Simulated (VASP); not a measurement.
Write the native input for VASP 6.6.1 that does the following.

```yaml
Task: single point
Functional: PBE
Potentials_or_basis: VASP PAW PBE potentials, release 64 (Al, N)
Cutoff: 600 eV
k_mesh: 8 × 8 × 8
Occupations: gaussian, width 0.01 eV
Spin: no spin polarisation
Dipole_correction: no
Further_INCAR_settings: ALGO = Normal; EDIFF = 1e-06; NBANDS = 11
```

The structure of AlN lies in POSCAR:

```
AlN
1.0
    0.0000000000      2.1839935600      2.1839935600
    2.1839935600      0.0000000000      2.1839935600
    2.1839935600      2.1839935600      0.0000000000
Al N
1 1
Direct
    0.0000000000      0.0000000000      0.0000000000
    0.2500000000      0.2500000000      0.2500000000
```

These files were run (other wordings do the same):

INCAR

```
PREC     = Accurate       # precision mode
ENCUT    = 600            # plane-wave cutoff, eV
EDIFF    = 1E-6           # SCF threshold, eV
ISMEAR   = 0              # smearing method
SIGMA    = 0.01           # smearing width, eV
LREAL    = False          # projectors in reciprocal space
LASPH    = True           # aspherical terms in the spheres
NELM     = 120            # most SCF steps
ALGO     = Normal         # electronic algorithm
ISIF     = 2              # what is computed and relaxed
LWAVE    = False          # write WAVECAR
LCHARG   = True           # write CHGCAR
GGA      = PE             # functional
LELF     = True           # ELF
LVHAR    = True         
NBANDS   = 11             # bands
GGA_COMPAT= False
```

KPOINTS

```
regular mesh
0
Gamma
  8 8 8
```

Potentials or basis: VASP PAW PBE potentials, release 64 (Al, N).

Launch:

```bash
$ cat potpaw_PBE.64/Al/POTCAR potpaw_PBE.64/N/POTCAR > POTCAR
$ mpirun -np 1 vasp_std > vasp.out
```

It gave:

The pressure is 4.5 GPa and the band gap on the k mesh is 3.32 eV (least direct gap 4.20 eV).

Caveat: the cell stands under pressure.

Run time: 20 s on 1 thread of Intel Xeon 8259CL, on a shared host, peak memory 0.15 GiB.
